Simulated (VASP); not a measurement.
# ZnSe (F-43m) in VASP: further runs, part 2 of 2

VASP 6.6.1. The steps go on from the part before.

## 3. Single point, PBEsol, non-collinear spin, zero start, spin-orbit coupling

This run uses another cell than the first one, of 19.05 Å³/atom, 0.852 times its volume.

File INCAR:

```
ALGO = Normal
EDIFF = 1E-6
ENCUT = 520
GGA = PS
GGA_COMPAT = False
ISIF = 2
ISMEAR = 0
LASPH = True
LCHARG = False
LORBIT = 11
LORBMOM = True
LREAL = False
LSORBIT = True
LWAVE = False
MAGMOM = 0 0 0 0 0 0
NBANDS = 30
NELM = 150
PREC = Accurate
SIGMA = 0.01
```

File KPOINTS:

```
k-points
0
Gamma
  8 8 8
```

File POSCAR:

```
ZnSe
1.0
    2.6705530190      2.6705530190      0.0000000000
   -2.6705530190      2.6705530190      0.0000000000
    0.0000000000      2.6705530190      2.6705530190
Zn Se
1 1
Direct
    0.0000000000      0.0000000000      0.0000000000
    0.7500000000      0.2500000000      0.5000000000
```

Potentials or basis: VASP PAW PBE potentials, release 64 (Zn, Se).

Run with:

```bash
cat potpaw_PBE.64/Zn/POTCAR potpaw_PBE.64/Se/POTCAR > POTCAR
mpirun -np 1 vasp_ncl > vasp.out
```

OUTCAR:

```text
EDIFF = 1E-6
   ENCUT = 520
   GGA = PS
   ISIF = 2
   ISMEAR = 0
   LASPH = True
   LORBIT = 11
   LREAL = False
   LSORBIT = True
   NELM = 150
   PREC = Accurate

 ion  position               nearest neighbor table
   1  0.000  0.000  0.000-   2 2.31   2 2.31   2 2.31   2 2.31
   2  0.750  0.250  0.500-   1 2.31   1 2.31   1 2.31   1 2.31

  LATTYP: Found a face centered cubic cell.
 ALAT       =     5.3411060380

  Lattice vectors:

 A1 = (   0.0000000000,   2.6705530190,   2.6705530190)
 A2 = (   2.6705530190,   0.0000000000,   2.6705530190)
 A3 = (   2.6705530190,   2.6705530190,   0.0000000000)

Analysis of symmetry for initial positions (statically):
=====================================================================
 Subroutine PRICEL returns:
 Original cell was already a primitive cell.

 Routine SETGRP: Setting up the symmetry group for a
 face centered cubic supercell.

 Subroutine GETGRP returns: Found 24 space group operations
 (whereof 24 operations were pure point group operations)
 out of a pool of 48 trial point group operations.

The static configuration has the point symmetry T_d .

Analysis of symmetry for dynamics (positions and initial velocities):
=====================================================================
 Subroutine PRICEL returns:
 Original cell was already a primitive cell.

 Routine SETGRP: Setting up the symmetry group for a
 face centered cubic supercell.

 Subroutine GETGRP returns: Found 24 space group operations
 (whereof 24 operations were pure point group operations)
 out of a pool of 48 trial point group operations.

The dynamic configuration has the point symmetry T_d .

Analysis of structural, dynamic, and magnetic symmetry:
=====================================================================
 Subroutine PRICEL returns:
 Original cell was already a primitive cell.

 Routine SETGRP: Setting up the symmetry group for a
 face centered cubic supercell.

[... 996 lines left out ...]

 orbital moment (y)

 # of ion     p       d       tot
 ----------------------------------------
  1         0.000   0.000   0.000
  2        -0.000   0.000  -0.000
 ----------------------------------------
            0.000   0.000   0.000

 orbital moment (z)

 # of ion     p       d       tot
 ----------------------------------------
  1         0.000  -0.000  -0.000
  2         0.000   0.000   0.000
 ----------------------------------------
            0.000  -0.000  -0.000

 Spin-Orbit-Coupling matrix elements

 Ion:    1  E_soc:     -0.0096201
 l=   1
     0.0000000    -0.0006039    -0.0006039
    -0.0006039     0.0000000    -0.0006039
    -0.0006039    -0.0006039     0.0000000
 l=   2
     0.0000000    -0.0002049     0.0000000    -0.0002049    -0.0007945
    -0.0002049     0.0000000    -0.0005959    -0.0002049    -0.0001986
     0.0000000    -0.0005959     0.0000000    -0.0005959     0.0000000
    -0.0002049    -0.0002049    -0.0005959     0.0000000    -0.0001986
    -0.0007945    -0.0001986     0.0000000    -0.0001986     0.0000000
 l=   3
     0.0000000     0.0000000     0.0000000     0.0000000     0.0000000     0.0000000     0.0000000
     0.0000000     0.0000000     0.0000000     0.0000000     0.0000000     0.0000000     0.0000000
     0.0000000     0.0000000     0.0000000     0.0000000     0.0000000     0.0000000     0.0000000
     0.0000000     0.0000000     0.0000000     0.0000000     0.0000000     0.0000000     0.0000000
     0.0000000     0.0000000     0.0000000     0.0000000     0.0000000     0.0000000     0.0000000
     0.0000000     0.0000000     0.0000000     0.0000000     0.0000000     0.0000000     0.0000000
     0.0000000     0.0000000     0.0000000     0.0000000     0.0000000     0.0000000     0.0000000

 Ion:    2  E_soc:     -0.0353989
 l=   1
     0.0000000    -0.0058881    -0.0058881
    -0.0058881     0.0000000    -0.0058881
    -0.0058881    -0.0058881     0.0000000
 l=   2
     0.0000000    -0.0000051     0.0000000    -0.0000051    -0.0000066
    -0.0000051     0.0000000    -0.0000050    -0.0000051    -0.0000017
     0.0000000    -0.0000050     0.0000000    -0.0000050     0.0000000
    -0.0000051    -0.0000051    -0.0000050     0.0000000    -0.0000017
    -0.0000066    -0.0000017     0.0000000    -0.0000017     0.0000000
 l=   3
     0.0000000     0.0000000     0.0000000     0.0000000     0.0000000     0.0000000     0.0000000
     0.0000000     0.0000000     0.0000000     0.0000000     0.0000000     0.0000000     0.0000000
     0.0000000     0.0000000     0.0000000     0.0000000     0.0000000     0.0000000     0.0000000
     0.0000000     0.0000000     0.0000000     0.0000000     0.0000000     0.0000000     0.0000000
     0.0000000     0.0000000     0.0000000     0.0000000     0.0000000     0.0000000     0.0000000
     0.0000000     0.0000000     0.0000000     0.0000000     0.0000000     0.0000000     0.0000000
     0.0000000     0.0000000     0.0000000     0.0000000     0.0000000     0.0000000     0.0000000

 total charge

# of ion       s       p       d       tot
------------------------------------------
    1        0.589   0.614   9.807  11.010
    2        1.433   2.525   0.051   4.009
--------------------------------------------------
tot          2.022   3.139   9.858  15.019

 magnetization (x)

# of ion       s       p       d       tot
------------------------------------------
    1        0.000  -0.000   0.000  -0.000
    2        0.000   0.000   0.000   0.000
--------------------------------------------------
tot          0.000  -0.000   0.000  -0.000

 magnetization (y)

# of ion       s       p       d       tot
------------------------------------------
    1       -0.000  -0.000  -0.000  -0.000
    2        0.000   0.000   0.000   0.000
--------------------------------------------------
tot         -0.000  -0.000  -0.000  -0.000

 magnetization (z)

# of ion       s       p       d       tot
------------------------------------------
    1        0.000  -0.000   0.000   0.000
    2        0.000  -0.000  -0.000  -0.000
--------------------------------------------------
tot          0.000  -0.000   0.000   0.000
```

OSZICAR:

```text
N       E                     dE             d eps       ncg     rms          rms(c)
DAV:   1     0.127713137863E+03    0.12771E+03   -0.83459E+03  2588   0.146E+03
DAV:   2     0.615759371655E+01   -0.12156E+03   -0.11406E+03  2586   0.335E+02
DAV:   3    -0.657490981016E+01   -0.12733E+02   -0.12554E+02  3004   0.103E+02
DAV:   4    -0.684822615200E+01   -0.27332E+00   -0.27290E+00  2984   0.151E+01
DAV:   5    -0.684957006368E+01   -0.13439E-02   -0.13438E-02  2920   0.109E+00    0.672E+00
DAV:   6    -0.653774388981E+01    0.31183E+00   -0.64544E-01  3352   0.329E+01    0.494E+00
DAV:   7    -0.651715040119E+01    0.20593E-01   -0.31179E-01  2850   0.541E+00    0.213E+00
DAV:   8    -0.651431515313E+01    0.28352E-02   -0.55656E-03  2918   0.728E-01    0.660E-01
DAV:   9    -0.651385675255E+01    0.45840E-03   -0.65019E-04  3518   0.377E-01    0.258E-01
DAV:  10    -0.651386338629E+01   -0.66337E-05   -0.18823E-04  2940   0.112E-01    0.569E-02
DAV:  11    -0.651389554844E+01   -0.32162E-04   -0.85655E-05  2976   0.726E-02    0.389E-02
DAV:  12    -0.651388486854E+01    0.10680E-04   -0.24669E-05  2808   0.465E-02    0.611E-03
DAV:  13    -0.651388448064E+01    0.38790E-06   -0.28053E-06  2994   0.154E-02
   1 F= -.65138845E+01 E0= -.65138845E+01  d E =-.266143E-24  mag=    -0.0000    -0.0000     0.0000
```

Run time: 74 s. Hardware: 1 thread of Intel Xeon Platinum 8488C (Sapphire Rapids), shared host; peak memory 0.28 GiB.

What came out:

| Property | Result |
| --- | --- |
| Free energy | -6.5139 eV |
| Pressure | 15.5 GPa |
| Net moment | 0.00 μB per cell |
| Valence electrons inside the program's atomic spheres | Zn 11.01; Se 4.01 |

Moments on the atoms (μB; x, y, z):
```
Zn  0.00 0.00 0.00
Se  0.00 0.00 0.00
```

Caveat: the PAW data sets were made with another functional, which shifts forces and pressure a little.

## 4. Single point, PBEsol, non-collinear spin, zero start, spin-orbit coupling

This run uses another cell than the first one, of 19.86 Å³/atom, 0.889 times its volume.

File INCAR:

```
SYSTEM = ZnSe
PREC     = Accurate       ! precision mode
ENCUT    = 520            ! plane-wave cutoff, eV
EDIFF    = 1E-6           ! SCF threshold, eV
ISMEAR   = 0              ! smearing method
SIGMA    = 0.01           ! smearing width, eV
LREAL    = .FALSE.        ! projectors in reciprocal space
LASPH    = .TRUE.         ! aspherical terms in the spheres
NELM     = 150            ! most SCF steps
ALGO     = Normal         ! electronic algorithm
ISIF     = 2              ! what is computed and relaxed
LWAVE    = .FALSE.        ! write WAVECAR
LCHARG   = .TRUE.         ! write CHGCAR
LNONCOLLINEAR= .TRUE.         ! non-collinear magnetism
MAGMOM   = 0 0 0 0 0 0    ! initial moments
LORBIT   = 11             ! projections on sites
LSORBIT  = .TRUE.         ! spin-orbit coupling
GGA_COMPAT= .FALSE.      
LORBMOM  = .TRUE.       
GGA      = PS             ! functional
LVHAR    = .TRUE.       
NBANDS   = 30             ! bands
```

File KPOINTS:

```
Automatic mesh
0
G
  8 8 8
  0 0 0
```

File POSCAR:

```
ZnSe
1.0
    2.7082940006      2.7082940006      0.0000000000
   -2.7082940006      2.7082940006      0.0000000000
    0.0000000000      2.7082940006      2.7082940006
Zn Se
1 1
Direct
    0.0000000000      0.0000000000      0.0000000000
    0.7500000000      0.2500000000      0.5000000000
```

Potentials or basis: VASP PAW PBE potentials, release 64 (Zn, Se).

Run with:

```bash
cat potpaw_PBE.64/Zn/POTCAR potpaw_PBE.64/Se/POTCAR > POTCAR
mpirun -np 1 vasp_ncl > vasp.out
```

OUTCAR:

```text
SYSTEM = ZnSe
   PREC = Accurate
   ENCUT = 520
   EDIFF = 1E-6
   ISMEAR = 0
   LREAL = .FALSE.
   LASPH = .TRUE.
   NELM = 150
   ISIF = 2
   LNONCOLLINEAR = .TRUE.
   LORBIT = 11
   LSORBIT = .TRUE.
   GGA = PS

 ion  position               nearest neighbor table
   1  0.000  0.000  0.000-   2 2.35   2 2.35   2 2.35   2 2.35
   2  0.750  0.250  0.500-   1 2.35   1 2.35   1 2.35   1 2.35

  LATTYP: Found a face centered cubic cell.
 ALAT       =     5.4165880012

  Lattice vectors:

 A1 = (   0.0000000000,   2.7082940006,   2.7082940006)
 A2 = (   2.7082940006,   0.0000000000,   2.7082940006)
 A3 = (   2.7082940006,   2.7082940006,   0.0000000000)

Analysis of symmetry for initial positions (statically):
[... 1085 lines left out ...]
 l=   3
     0.0000000     0.0000000     0.0000000     0.0000000     0.0000000     0.0000000     0.0000000
     0.0000000     0.0000000     0.0000000     0.0000000     0.0000000     0.0000000     0.0000000
     0.0000000     0.0000000     0.0000000     0.0000000     0.0000000     0.0000000     0.0000000
     0.0000000     0.0000000     0.0000000     0.0000000     0.0000000     0.0000000     0.0000000
     0.0000000     0.0000000     0.0000000     0.0000000     0.0000000     0.0000000     0.0000000
     0.0000000     0.0000000     0.0000000     0.0000000     0.0000000     0.0000000     0.0000000
     0.0000000     0.0000000     0.0000000     0.0000000     0.0000000     0.0000000     0.0000000

 total charge

# of ion       s       p       d       tot
------------------------------------------
    1        0.575   0.571   9.800  10.946
    2        1.434   2.496   0.045   3.975
--------------------------------------------------
tot          2.009   3.067   9.846  14.921

 magnetization (x)

# of ion       s       p       d       tot
------------------------------------------
    1       -0.000   0.000   0.000  -0.000
    2        0.000   0.000  -0.000   0.000
--------------------------------------------------
tot         -0.000   0.000   0.000  -0.000

 magnetization (y)

# of ion       s       p       d       tot
------------------------------------------
    1        0.000   0.000   0.000   0.000
    2       -0.000   0.000   0.000  -0.000
--------------------------------------------------
tot          0.000   0.000   0.000   0.000

 magnetization (z)

# of ion       s       p       d       tot
------------------------------------------
    1        0.000   0.000  -0.000   0.000
    2       -0.000  -0.000  -0.000  -0.000
--------------------------------------------------
tot          0.000   0.000  -0.000   0.000
```

stdout:

```text
POSCAR found type information on POSCAR ZnSe
 POSCAR found :  2 types and       2 ions
 scaLAPACK will be used
 -----------------------------------------------------------------------------
|                                                                             |
|                                                                             |
|     You enforced a specific xc type in the INCAR file but a different       |
|     I HOPE YOU KNOW WHAT YOU ARE DOING!                                     |
|                                                                             |
 -----------------------------------------------------------------------------

 LDA part: xc-table for (Slater+PW92), standard interpolation
 POSCAR, INCAR and KPOINTS ok, starting setup
 FFT: planning ... GRIDC
 FFT: planning ... GRID_SOFT
 FFT: planning ... GRID
 WAVECAR not read
 entering main loop
```

Run time: 80 s. Hardware: 1 thread of Intel Xeon Platinum 8488C (Sapphire Rapids), shared host; peak memory 0.29 GiB.

Results:

```yaml
Free_energy: -6.6455 eV
Pressure: 10.4 GPa
Net_moment: 0.00 μB per cell
Valence_electrons_inside_the_program's_atomic_spheres: Zn 10.95; Se 3.98
```

Moments on the atoms (μB; x, y, z):
```
Zn  0.00 0.00 0.00
Se  0.00 0.00 0.00
```

Caveat: the PAW data sets were made with another functional, which shifts forces and pressure a little.

## 5. Relaxation of cell and atoms, PBEsol

This run uses another cell than the first one, of 22.76 Å³/atom, 1.018 times its volume.

File INCAR:

```
SYSTEM = ZnSe
ALGO     = Normal         ! electronic algorithm
EDIFF    = 1E-6           ! SCF threshold, eV
EDIFFG   = -0.002         ! ionic threshold
ENCUT    = 600            ! plane-wave cutoff, eV
GGA      = PS             ! functional
IBRION   = 2              ! ionic algorithm
ISIF     = 3              ! what is computed and relaxed
ISMEAR   = -1             ! smearing method
LASPH    = .TRUE.         ! aspherical terms in the spheres
LCHARG   = .FALSE.        ! write CHGCAR
LREAL    = .FALSE.        ! projectors in reciprocal space
LWAVE    = .FALSE.        ! write WAVECAR
NELM     = 100            ! most SCF steps
NSW      = 100            ! ionic steps
PREC     = Accurate       ! precision mode
SIGMA    = 0.1            ! smearing width, eV
```

File KPOINTS:

```
k-points
0
G
  12 12 12
  0 0 0
```

File POSCAR:

```
ZnSe
1.0
    2.8338000000      2.8338000000      0.0000000000
   -2.8338000000      2.8338000000      0.0000000000
    0.0000000000      2.8338000000      2.8338000000
Zn Se
1 1
Direct
    0.0000000000      0.0000000000      0.0000000000
    0.7500000000      0.2500000000      0.5000000000
```

Run with:

```bash
cat potpaw_PBE.64/Zn/POTCAR potpaw_PBE.64/Se/POTCAR > POTCAR
mpirun -np 1 vasp_std > vasp.out
```

Run time: 53 s. Hardware: 1 thread of Intel Xeon Platinum 8488C (Sapphire Rapids), shared host; peak memory 0.22 GiB.

The run converged. Its results:

- Free energy: -6.7741 eV
- Relaxed volume: 22.44 Å³/atom
- Relaxed cell: a = 3.989 Å, b = 3.989 Å, c = 3.989 Å, α = 60.00°, β = 60.00°, γ = 90.00°
- Space group after relaxing (to 0.05 Å): F-43m (No. 216)
- Energy gained by relaxing: 0.9 meV/atom
- Ionic steps: 3
- Pressure after relaxing: 0.0 GPa
- Band gap on the k mesh: 1.23 eV, direct

Step by step:
```tsv
step	energy change (eV)	largest force (eV/Å)	pressure (GPa)	volume (Å³)
1	0.0000	0.0000	-0.91	45.51
2	-0.0017	0.0000	0.45	44.67
3	-0.0019	0.0000	0.01	44.88
```

Final structure:
```
Zn Se
1.0
     2.82067    2.82067    0.00000
    -2.82067    2.82067    0.00000
     0.00000    2.82067    2.82067
Zn Se
1 1
Direct
  0.00000 0.00000 0.00000
  0.75000 0.25000 0.50000
```

Levels at points of the mesh, in eV from the valence-band top:
| k point | band 7 | band 8 | band 9 | band 10 | band 11 | band 12 |
| --- | --- | --- | --- | --- | --- | --- |
| (0.00, 0.00, 0.00) | 0.00 | 0.00 | 0.00 | 1.23 | 5.73 | 5.73 |
| (0.50, 0.00, 0.00) | -5.37 | -0.90 | -0.90 | 2.47 | 6.30 | 6.30 |
| (0.50, 0.50, 0.00) | -4.85 | -2.26 | -2.26 | 2.81 | 3.37 | 10.71 |

Caveat: the PAW data sets were made with another functional, which shifts forces and pressure a little.

## 6. The runs side by side

| task | spin | cell | k mesh | cutoff (eV) | smearing | gap on the mesh (eV) | pressure (GPa) | moment (μB) |
| --- | --- | --- | --- | --- | --- | --- | --- | --- |
| relaxation of cell and atoms | off | relaxed to 15 GPa from a = 3.983 Å, angles 60.0, 60.0, 90.0°, 2 atoms | 8 × 8 × 8 | 600 | gaussian 0.01 eV | 1.91 | 15.0 | - |
| single point | non-collinear, zero start, SOC | a = 3.777 Å, angles 60.0, 60.0, 90.0°, 2 atoms | 8 × 8 × 8 | 520 | gaussian 0.01 eV | - | 15.5 | 0.00 |
| single point | non-collinear, zero start, SOC | a = 3.830 Å, angles 60.0, 60.0, 90.0°, 2 atoms | 8 × 8 × 8 | 520 | gaussian 0.01 eV | - | 10.4 | 0.00 |
| relaxation of cell and atoms | off | relaxed from a = 4.008 Å, angles 60.0, 60.0, 90.0°, 2 atoms | 12 × 12 × 12 | 600 | fermi-dirac 0.1 eV | 1.23 | 0.0 | - |

Alike in all rows: level PBEsol; potentials or basis VASP PAW PBE potentials, release 64 (Zn, Se).

Caveats: the PAW data sets were made with another functional, which shifts forces and pressure a little; the cell is relaxed towards a set pressure, so the enthalpy falls and the energy may rise (some runs).

Total energies depend on the potentials used, so only differences within one code and one set of settings carry meaning.
